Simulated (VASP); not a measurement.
A run of VASP 6.6.1:

POSCAR

```
SiO2
1.0
    4.2777417068      0.0000000000      0.0000000000
    0.0000000000      4.2777417068      0.0000000000
    0.0000000000      0.0000000000      2.7079245356
Si O
2 4
Direct
    0.0000000000      0.0000000000      0.0000000000
    0.5000000000      0.5000000000      0.5000000000
    0.3075205364      0.3075205364      0.0000000000
    0.1924794636      0.8075205364      0.5000000000
    0.6924794636      0.6924794636      0.0000000000
    0.8075205364      0.1924794636      0.5000000000
```

INCAR.step1

```
PREC = Accurate ; ENCUT = 600
ISMEAR = 0 ; SIGMA = 0.02
LREAL = False ; LASPH = True
NELM = 60 ; GGA = PE
ALGO = Normal ; EDIFF = 1E-4
LWAVE = True ; LCHARG = False
```

File INCAR.step2:

```
PREC = Accurate ; ENCUT = 600
EDIFF = 1E-7 ; ISMEAR = 0
SIGMA = 0.02 ; LREAL = False
LASPH = True ; NELM = 60
ALGO = Normal ; ISIF = 4
LWAVE = False ; LCHARG = False
METAGGA = R2SCAN ; LMIXTAU = True
IBRION = 2 ; NSW = 50
EDIFFG = -0.01 ; ISTART = 1
```

Contents of KPOINTS:

```
Automatic mesh
0
Gamma
  6 6 8
```

Potentials or basis: VASP PAW PBE potentials, release 64 (Si, O).

Launch:

```sh
$ cat potpaw_PBE.64/Si/POTCAR potpaw_PBE.64/O/POTCAR > POTCAR
$ cp INCAR.step1 INCAR
$ mpirun -np 1 vasp_std > vasp.out
$ cp INCAR.step2 INCAR
$ mpirun -np 1 vasp_std > vasp.out
```

Hardware: 1 thread of Intel Xeon 8259CL, on a shared host.

Task: How long does it take, and how much memory?

Result: Wall time 13 min on 1 thread of Intel Xeon 8259CL (shared host), peak memory 0.21 GiB. Counts: k points 50, ion steps 5.
